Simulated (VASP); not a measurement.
# Ge in VASP: notebook

Ge is run at these levels: PBEsol; tasks: single point.

Program: VASP 6.6.1. These are calculated values, not measurements. Logs are shortened: lines on timing, memory, paths and dates and some standing lists are left out, and cuts for length are marked.

### Step 1. The cell of the first run

The typed cell holds 2 atoms: a = 3.842 Å, b = 5.433 Å, c = 3.915 Å, α = 46.05°, β = 60.62°, γ = 90.00°.

### Step 2. Single point, PBEsol

Input file INCAR:

```
PREC = Accurate
ENCUT = 520
EDIFF = 1E-7
ISMEAR = 0
SIGMA = 0.1
LREAL = False
LASPH = True
NELM = 80
ALGO = Normal
ISIF = 2
LWAVE = False
LCHARG = True
GGA = PS
LELF = True
LVHAR = True
NBANDS = 21
ISYM = 0
```

Input file KPOINTS:

```
regular mesh
0
Gamma
  9 7 16
```

Input file POSCAR:

```
Ge
1.0
    3.8417168236      0.0000000208     -0.0001966285
    0.0000000295      5.4330079198      0.0011513578
    1.9207501882      2.7169521268      2.0631941169
Ge
2
Direct
    0.0000495413      0.4938282444     -0.0001031851
    0.4999504587      0.7561717556      0.0001031851
```

Potentials or basis: VASP PAW PBE potentials, release 64 (Ge_d).

Started as:

```sh
> cat potpaw_PBE.64/Ge_d/POTCAR > POTCAR
> mpirun -np 1 vasp_std > vasp.out
```

OUTCAR:

```text
PREC = Accurate
   ENCUT = 520
   EDIFF = 1E-7
   ISMEAR = 0
   LREAL = False
   LASPH = True
   NELM = 80
   ISIF = 2
   GGA = PS
   ISYM = 0

 ion  position               nearest neighbor table
   1  0.000  0.494  1.000-   2 2.39   2 2.39   2 2.43   2 2.43
   2  0.500  0.756  0.000-   1 2.39   1 2.39   1 2.43   1 2.43

IMPORTANT INFORMATION: All symmetrisations will be switched off!
NOSYMM: (Re-)initialisation of all symmetry stuff for point group C_1.

----------------------------------------------------------------------------------------

                                     Primitive cell

  volume of cell :      43.0532

  direct lattice vectors                    reciprocal lattice vectors
     3.841716824  0.000000021 -0.000196628     0.260287883  0.000051365 -0.242385121
     0.000000029  5.433007920  0.001151358    -0.000012410  0.184111481 -0.242438770
     1.920750188  2.716952127  2.063194117     0.000024813 -0.000102738  0.484797560

  length of vectors
     3.841716829  5.433008042  3.915083666     0.355668851  0.304423381  0.484797572

  position of ions in fractional coordinates (direct lattice)
     0.000049541  0.493828244  0.999896815
     0.499950459  0.756171756  0.000103185

  ion indices of the primitive-cell ions
   primitive index   ion index
                 1           1
                 2           2

----------------------------------------------------------------------------------------

 KPOINTS: regular mesh

Automatic generation of k-mesh.
 Grid dimensions read from file:
 generate k-points for:    9    7   16

 Generating k-lattice:

  Cartesian coordinates                     Fractional coordinates (reciprocal lattice)
     0.028920876  0.000005707 -0.026931680     0.111111111  0.000000000  0.000000000
    -0.000001773  0.026301640 -0.034634110     0.000000000  0.142857143  0.000000000
     0.000001551 -0.000006421  0.030299848     0.000000000  0.000000000  0.062500000

  Length of vectors
     0.039518761  0.043489054  0.030299848

  Shift w.r.t. Gamma in fractional coordinates (k-lattice)
     0.000000000  0.000000000  0.000000000

 Subroutine IBZKPT returns following result:
 ===========================================

 Found    505 irreducible k-points:

 Following reciprocal coordinates:
            Coordinates               Weight
  0.000000  0.000000  0.000000      1.000000
  0.111111 -0.000000 -0.000000      2.000000
  0.222222  0.000000  0.000000      2.000000
  0.333333  0.000000  0.000000      2.000000
  0.444444  0.000000  0.000000      2.000000
 -0.000000  0.142857  0.000000      2.000000
[... 16 lines left out ...]
 -0.111111  0.285714  0.000000      2.000000
  0.000000  0.428571  0.000000      2.000000
 [... further k-points ...]
   k-points           NKPTS =    505   k-points in BZ     NKDIM =    505   number of bands    NBANDS=     21
   number of dos      NEDOS =    301   number of ions     NIONS =      2
   total plane-waves  NPLWV =  36000
   dimension x,y,z NGX =    30 NGY =   40 NGZ =   30
   dimension x,y,z NGXF=    60 NGYF=   80 NGZF=   60
   ions per type =               2
   NGX,Y,Z   is equivalent  to a cutoff of  12.98, 12.24, 12.74 a.u.
   NGXF,Y,Z  is equivalent  to a cutoff of  25.96, 24.48, 25.48 a.u.
 SYSTEM =  unknown system
   PREC   = accura    normal or accurate (medium, high low for compatibility)
   ISTART =      0    job   : 0-new  1-cont  2-samecut
   ICHARG =      2    charge: 1-file 2-atom 10-const
   ISPIN  =      1    spin polarized calculation?
   LNONCOLLINEAR =      F non collinear calculations
   LSORBIT =      F    spin-orbit coupling
   LASPH  =      T    aspherical Exc in radial PAW
   ENCUT  =  520.0 eV  38.22 Ry    6.18 a.u.   7.14 10.10  7.28*2*pi/ulx,y,z
   NELM   =     80;   NELMIN=  2; NELMDL= -5     # of ELM steps
   EDIFF  = 0.1E-06   stopping-criterion for ELM
   LREAL  =      F    real-space projection
   EDIFFG = 0.1E-05   stopping-criterion for IOM
   NSW    =      0    number of steps for IOM
   IBRION =     -1    ionic relax: 0-MD 1-quasi-New 2-CG
   NFREE  =      0    steps in history (QN), initial steepest desc. (CG)
   ISIF   =      2    stress and relaxation
   ISYM   =      0    0-nonsym 1-usesym 2-fastsym
   POTIM  = 0.5000    time-step for ionic-motion
   TEBEG  =    0.0;   TEEND  =   0.0 temperature during run
   PSTRESS=    0.0 pullay stress
   NELECT =      28.0000    total number of electrons
   NUPDOWN=      -1.0000    fix difference up-down
   EMIN   =  10.00;   EMAX   =-10.00  energy-range for DOS
   EFERMI =   0.00;   METHOD = LEGACY
   ISMEAR =     0;   SIGMA  =   0.10  broadening in eV -4-tet -1-fermi 0-gaus
   EFERMI_NEDOS =   21; number of points for ismear=-14 and -15
   IALGO  =     38    algorithm
   IMIX   =      4    mixing-type and parameters
     AMIX     =   0.40;   BMIX     =  1.00
     AMIX_MAG =   1.60;   BMIX_MAG =  1.00
  volume/ion in A,a.u.               =      21.53       145.27
  Fermi-wavevector in a.u.,A,eV,Ry     =   1.418379  2.680348 27.372203  2.011800
  Thomas-Fermi vector in A             =   2.539511
   LORBIT       =      0    0 simple, 1 ext, 2 COOP (PROOUT), +10 PAW based schemes
   GGA     = PS    functional components
   LHFCALC =     F    Hartree Fock is set to
   AEXX    =    0.0000 exact exchange contribution
   IVDW    =     0    specifies the selected vdW correction
   LEPSILON=     F    determine dielectric tensor
   LRPA    =     F    only Hartree local field effects (RPA)
 non-spin polarized calculation
 Gauss-broadening in eV      SIGMA  =   0.10
  energy-cutoff  :      520.00
  volume of cell :       43.05
 maximum number of plane-waves:      1176
 NGX is ok and might be reduce to    30
   NGX = 15   NGY = 21   NGZ = 15

 number of electron      28.0000007 magnetization

 Free energy of the ion-electron system (eV)
  ---------------------------------------------------
  ext. energy  EPLUGINS =         0.00000000
  ---------------------------------------------------
  free energy    TOTEN  =        -9.78987560 eV

  energy without entropy =       -9.78905847  energy(sigma->0) =       -9.78946704

 E-fermi :   5.2750     XC(G=0): -10.3787

 val. band max:        5.2491103113   @ k =   0.0000  -0.1429   0.4375
 cond. band min:       5.2820965255   @ k =   0.0000   0.1429   0.0625
 fundamental gap:      0.0329862142
 Fermi energy:         5.2750371272

 k-point     1 :       0.0000    0.0000    0.0000
  band No.  band energies     occupation
      1     -19.5045      2.00000
      2     -19.4893      2.00000
      3     -19.4449      2.00000
      4     -19.4404      2.00000
      5     -19.4368      2.00000
      6     -19.2401      2.00000
[... 13 lines left out ...]
     20      14.6715      0.00000
     21      15.2926      0.00000

 k-point     2 :       0.1111   -0.0000   -0.0000
  band No.  band energies     occupation
      1     -19.5064      2.00000
      2     -19.4944      2.00000
      3     -19.4631      2.00000
      4     -19.4299      2.00000
      5     -19.4107      2.00000
      6     -19.2508      2.00000
[... 13 lines left out ...]
     20      12.8462      0.00000
     21      15.2646      0.00000

 k-point     3 :       0.2222    0.0000    0.0000
  band No.  band energies     occupation
      1     -19.5064      2.00000
      2     -19.5058      2.00000
      3     -19.4787      2.00000
      4     -19.4067      2.00000
      5     -19.3672      2.00000
      6     -19.2919      2.00000
[... 13 lines left out ...]
     20      15.0172      0.00000
     21      15.8884      0.00000

 k-point     4 :       0.3333    0.0000    0.0000
  band No.  band energies     occupation
      1     -19.5165      2.00000
      2     -19.5096      2.00000
      3     -19.4758      2.00000
      4     -19.3716      2.00000
      5     -19.3465      2.00000
      6     -19.3159      2.00000
[... 13 lines left out ...]
     20      17.0354      0.00000
     21      17.2749      0.00000

 k-point     5 :       0.4444    0.0000    0.0000
  band No.  band energies     occupation
      1     -19.5213      2.00000
      2     -19.5183      2.00000
      3     -19.4463      2.00000
      4     -19.4008      2.00000
      5     -19.3293      2.00000
      6     -19.2850      2.00000
[... 13 lines left out ...]
     20      17.5810      0.00000
     21      18.6423      0.00000

 k-point     6 :      -0.0000    0.1429    0.0000
  band No.  band energies     occupation
      1     -19.5111      2.00000
      2     -19.4966      2.00000
      3     -19.4553      2.00000
      4     -19.4268      2.00000
      5     -19.4201      2.00000
      6     -19.2390      2.00000
[... 13 lines left out ...]
     20      13.9372      0.00000
     21      14.0618      0.00000

 k-point     7 :       0.1111    0.1429   -0.0000
  band No.  band energies     occupation
      1     -19.5190      2.00000
      2     -19.5050      2.00000
      3     -19.4647      2.00000
      4     -19.4144      2.00000
      5     -19.3908      2.00000
      6     -19.2626      2.00000
[... 13 lines left out ...]
     20      14.1530      0.00000
     21      15.1004      0.00000
[... 291 lines left out ...]
      1     -19.5175      2.00000
      2     -19.5003      2.00000
      3     -19.4464      2.00000
      4     -19.3788      2.00000
      5     -19.3554      2.00000
      6     -19.2950      2.00000
[... 13 lines left out ...]
     20      16.2516      0.00000
     21      17.6271      0.00000

 k-point    21 :      -0.3333    0.2857   -0.0000
  band No.  band energies     occupation
      1     -19.5089      2.00000
      2     -19.4832      2.00000
      3     -19.4668      2.00000
      4     -19.3964      2.00000
      5     -19.3852      2.00000
      6     -19.2549      2.00000
[... 13 lines left out ...]
     20      13.8807      0.00000
     21      15.2124      0.00000

 k-point    22 :      -0.2222    0.2857    0.0000
  band No.  band energies     occupation
      1     -19.5126      2.00000
      2     -19.4829      2.00000
      3     -19.4670      2.00000
      4     -19.4087      2.00000
      5     -19.3952      2.00000
      6     -19.2461      2.00000
[... 13 lines left out ...]
     20      13.4668      0.00000
     21      14.3668      0.00000

 k-point    23 :      -0.1111    0.2857    0.0000
  band No.  band energies     occupation
      1     -19.5169      2.00000
      2     -19.4968      2.00000
      3     -19.4597      2.00000
      4     -19.4157      2.00000
      5     -19.3984      2.00000
      6     -19.2452      2.00000
[... 13 lines left out ...]
     20      14.2665      0.00000
     21      14.4804      0.00000

 k-point    24 :       0.0000    0.4286    0.0000
  band No.  band energies     occupation
      1     -19.5219      2.00000
      2     -19.5138      2.00000
      3     -19.4651      2.00000
      4     -19.4042      2.00000
      5     -19.3884      2.00000
      6     -19.2337      2.00000
[... 13 lines left out ...]
     20      15.9811      0.00000
     21      16.4511      0.00000

 [... further k-points ...]
[... 5 lines left out ...]
  --------------------------------------------------------------------------------------
  -------------------------------------------------------------------------------------
  Total        2.1214975      1.5639752     -0.0199592     -0.0033936     -0.0065996      0.0000530
  in kB       78.9492215     58.2016355     -0.7427589     -0.1262906     -0.2455969      0.0019735
  external PRESSURE =      45.4693660 kB  Pullay stress =       0.0000000 kB

 VOLUME and BASIS-vectors are now :
 -----------------------------------------------------------------------------
  energy-cutoff  :      520.00
  volume of cell :       43.05
      direct lattice vectors                 reciprocal lattice vectors
     3.841716824  0.000000021 -0.000196628     0.260287883  0.000051365 -0.242385121
     0.000000029  5.433007920  0.001151358    -0.000012410  0.184111481 -0.242438770
     1.920750188  2.716952127  2.063194117     0.000024813 -0.000102738  0.484797560

 POSITION                                       TOTAL-FORCE (eV/Angst)
 -----------------------------------------------------------------------------------
      1.92074      5.39964      2.06355         0.000002      0.003827      0.000930
      1.92087      4.10857      0.00099        -0.000002     -0.003827     -0.000930
 -----------------------------------------------------------------------------------
    total drift:                               -0.000000     -0.000065     -0.000002

  FREE ENERGIE OF THE ION-ELECTRON SYSTEM (eV)
  ---------------------------------------------------
  free  energy   TOTEN  =        -9.7898756025 eV

  energy  without entropy=       -9.7890584708  energy(sigma->0) =       -9.78946704
```

Wall time 17 min (1 thread of Intel Xeon 8259CL, shared host); peak memory 0.46 GiB.

Results:

| Property | Result |
| --- | --- |
| Free energy | -9.7899 eV |
| Pressure | 4.5 GPa |
| Largest force | 0.004 eV/Å |
| Band gap on the k mesh | zero (bands 14 and 15 overlap by 0.40 eV) |

Forces on the atoms (eV/Å):
```
Ge   0.000  0.004  0.001
Ge   0.000 -0.004 -0.001
```

Levels at points of the mesh, in eV from the Fermi level:
| k point | band 12 | band 13 | band 14 | band 15 | band 16 | band 17 |
| --- | --- | --- | --- | --- | --- | --- |
| (0.00, 0.00, 0.00) | -0.34 | 0.22 | 0.30 | 0.38 | 2.42 | 2.79 |
| (0.00, 0.00, 0.50) | -8.74 | -3.78 | -2.86 | -0.10 | 1.12 | 9.75 |

Caveat: the stress differs along the axes, from -0 to 8 GPa; semilocal functionals underestimate gaps, and a narrow one can read as zero; the PAW data sets were made with another functional, which shifts forces and pressure a little.

### Step 3. Single point, PBEsol

This run uses another cell than the first one, of 22.07 Å³/atom.

Input file INCAR:

```
PREC = Accurate ; ENCUT = 520
EDIFF = 1E-6 ; ISMEAR = 0
SIGMA = 0.1 ; LREAL = False
LASPH = True ; NELM = 80
ALGO = Normal ; ISIF = 2
LWAVE = False ; LCHARG = False
GGA = PS ; NBANDS = 21
ISYM = 0
```

KPOINTS is that of step 2.

Input file POSCAR:

```
Ge
1.0
    3.8417168286      0.0000000000      0.0000000000
    0.0000000000      5.4330080418      0.0000000000
    1.9208584143      2.7165040209      2.1147531680
Ge
2
Direct
    0.0000000000      0.5000000000      0.0000000000
    0.5000000000      0.7500000000      0.0000000000
```

Potentials or basis: VASP PAW PBE potentials, release 64 (Ge_d).

Started as:

```sh
> cat potpaw_PBE.64/Ge_d/POTCAR > POTCAR
> mpirun -np 1 vasp_std > vasp.out
```

OUTCAR:

```text
PREC = Accurate
   ENCUT = 520
   EDIFF = 1E-6
   ISMEAR = 0
   LREAL = False
   LASPH = True
   NELM = 80
   ISIF = 2
   GGA = PS
   ISYM = 0

 ion  position               nearest neighbor table
   1  0.000  0.500  0.000-   2 2.35   2 2.35   2 2.51   2 2.51
   2  0.500  0.750  0.000-   1 2.35   1 2.35   1 2.51   1 2.51

IMPORTANT INFORMATION: All symmetrisations will be switched off!
NOSYMM: (Re-)initialisation of all symmetry stuff for point group C_1.

----------------------------------------------------------------------------------------

                                     Primitive cell

  volume of cell :      44.1393

  direct lattice vectors                    reciprocal lattice vectors
     3.841716829  0.000000000  0.000000000     0.260300289  0.000000000 -0.236434213
     0.000000000  5.433008042  0.000000000     0.000000000  0.184060099 -0.236434213
     1.920858414  2.716504021  2.114753168     0.000000000  0.000000000  0.472868425

  length of vectors
     3.841716829  5.433008042  3.942242015     0.351649509  0.299631869  0.472868425

  position of ions in fractional coordinates (direct lattice)
     0.000000000  0.500000000  0.000000000
[... 143 lines left out ...]
  ext. energy  EPLUGINS =         0.00000000
  ---------------------------------------------------
  free energy    TOTEN  =        -9.73509722 eV

  energy without entropy =       -9.73438006  energy(sigma->0) =       -9.73473864

 E-fermi :   4.9874     XC(G=0): -10.2537

 val. band max:        4.9327691869   @ k =   0.0000   0.0000   0.0625
 cond. band min:       4.9923281678   @ k =   0.0000   0.0000   0.0000
 fundamental gap:      0.0595589809
 Fermi energy:         4.9873970674

 k-point     1 :       0.0000    0.0000    0.0000
  band No.  band energies     occupation
      1     -19.7577      2.00000
      2     -19.7160      2.00000
      3     -19.6682      2.00000
      4     -19.6666      2.00000
      5     -19.6453      2.00000
      6     -19.4940      2.00000
[... 565 lines left out ...]
     20      15.6074      0.00000
     21      16.2136      0.00000

 [... further k-points ...]
[... 5 lines left out ...]
  --------------------------------------------------------------------------------------
  -------------------------------------------------------------------------------------
  Total        3.0040940      1.4035633     -1.6623843     -0.0019647      0.0108998     -0.0011682
  in kB      109.0432345     50.9468360    -60.3415743     -0.0713155      0.3956415     -0.0424044
  external PRESSURE =      33.2161654 kB  Pullay stress =       0.0000000 kB

 VOLUME and BASIS-vectors are now :
 -----------------------------------------------------------------------------
  energy-cutoff  :      520.00
  volume of cell :       44.14
      direct lattice vectors                 reciprocal lattice vectors
     3.841716829  0.000000000  0.000000000     0.260300289  0.000000000 -0.236434213
     0.000000000  5.433008042  0.000000000     0.000000000  0.184060099 -0.236434213
     1.920858414  2.716504021  2.114753168     0.000000000  0.000000000  0.472868425

 POSITION                                       TOTAL-FORCE (eV/Angst)
 -----------------------------------------------------------------------------------
      0.00000      2.71650      0.00000         0.000627     -0.958084     -0.011292
      1.92086      4.07476      0.00000        -0.000627      0.958084      0.011292
 -----------------------------------------------------------------------------------
    total drift:                                0.000003     -0.000122     -0.000007

  FREE ENERGIE OF THE ION-ELECTRON SYSTEM (eV)
  ---------------------------------------------------
  free  energy   TOTEN  =        -9.7350972159 eV

  energy  without entropy=       -9.7343800627  energy(sigma->0) =       -9.73473864
```

It took 14 min on 1 thread of Intel Xeon 8259CL, shared host; peak memory 0.47 GiB.

Results:

| Property | Result |
| --- | --- |
| Free energy | -9.7351 eV |
| Pressure | 3.3 GPa |
| Largest force | 0.958 eV/Å |
| Band gap on the k mesh | zero (bands 14 and 15 overlap by 0.19 eV) |

Forces in eV/Å, atoms in the order of the input:
```
Ge   0.001 -0.958 -0.011
Ge  -0.001  0.958  0.011
```

Caveat: the stress differs along the axes, from -6 to 11 GPa; semilocal functionals underestimate gaps, and a narrow one can read as zero; the PAW data sets were made with another functional, which shifts forces and pressure a little.

The gap in the log of VASP goes by the Fermi energy; the results here count the filled bands.